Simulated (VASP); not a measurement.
HfO2, 6 atoms in the cell. Symmetry: P4_2/mnm, No. 136, tetragonal system. Conventional cell: a = 4.814 Å, b = 4.814 Å, c = 3.205 Å, α = 90.00°, β = 90.00°, γ = 90.00°. Within 2.7 Å of Hf (site symmetry mmm) lie 6 O at 2.08 Å. Within 2.7 Å of O (site symmetry m2m) lie 3 Hf at 2.08 Å and 1 O at 2.65 Å. 

* Program: VASP 6.6.1
* Task: single point
* Functional: r2SCAN
* Potentials or basis: VASP PAW PBE potentials, release 64 (Hf_pv, O)
* Cutoff: 520 eV
* k mesh: 4 × 4 × 4
* Occupations: gaussian, width 0.01 eV
* Spin: no spin polarisation
* Dipole correction: no
* Further INCAR settings: ALGO = Normal; EDIFF = 1e-06; NBANDS = 31

Potentials or basis: VASP PAW PBE potentials, release 64 (Hf_pv, O).

The run is started by

```bash
$ cat potpaw_PBE.64/Hf_pv/POTCAR potpaw_PBE.64/O/POTCAR > POTCAR
$ cp INCAR.step1 INCAR
$ mpirun -np 1 vasp_std > vasp.out
$ cp INCAR.step2 INCAR
$ mpirun -np 1 vasp_std > vasp.out
```

Hardware: 1 thread of AMD EPYC 9R45 96-Core Processor (Zen 5), on a shared host.

Question: Estimate the wall time of this run.

Answer: Wall time 73 s on 1 thread of AMD EPYC 9R45 96-Core Processor (Zen 5), on a shared host, peak memory 0.16 GiB. Counts: k points 18.
